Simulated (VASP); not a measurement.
Here is a VASP 6.6.1 calculation.

Contents of INCAR:

```
ALGO = Normal ; EDIFF = 1E-6
ENCUT = 520 ; ISIF = 2
ISMEAR = -1 ; LASPH = True
LCHARG = False ; LREAL = False
LWAVE = False ; NBANDS = 16
NELM = 100 ; PREC = Accurate
SIGMA = 0.08
```

KPOINTS

```
k-points
0
Gamma
  11 11 11
```

POSCAR

```
InAs
1.0
    0.0000000000      2.7974314207      2.7974314207
    2.7974314207      0.0000000000      2.7974314207
    2.7974314207      2.7974314207      0.0000000000
In As
1 1
Direct
    0.0000000000      0.0000000000      0.0000000000
    0.2500000000      0.2500000000      0.2500000000
```

Potentials or basis: VASP PAW LDA potentials, release 64 (In_d, As).

Launch:

```bash
$ cat potpaw_LDA.64/In_d/POTCAR potpaw_LDA.64/As/POTCAR > POTCAR
$ mpirun -np 1 vasp_std > vasp.out
```

Q: Predict the pressure.

A: 23.0 GPa.

Q: Predict the band gap on the k mesh.

A: 0.78 eV, direct.

Caveat: spin-orbit coupling is left out, which moves the levels of the heavy elements. A k mesh can miss the band edges.
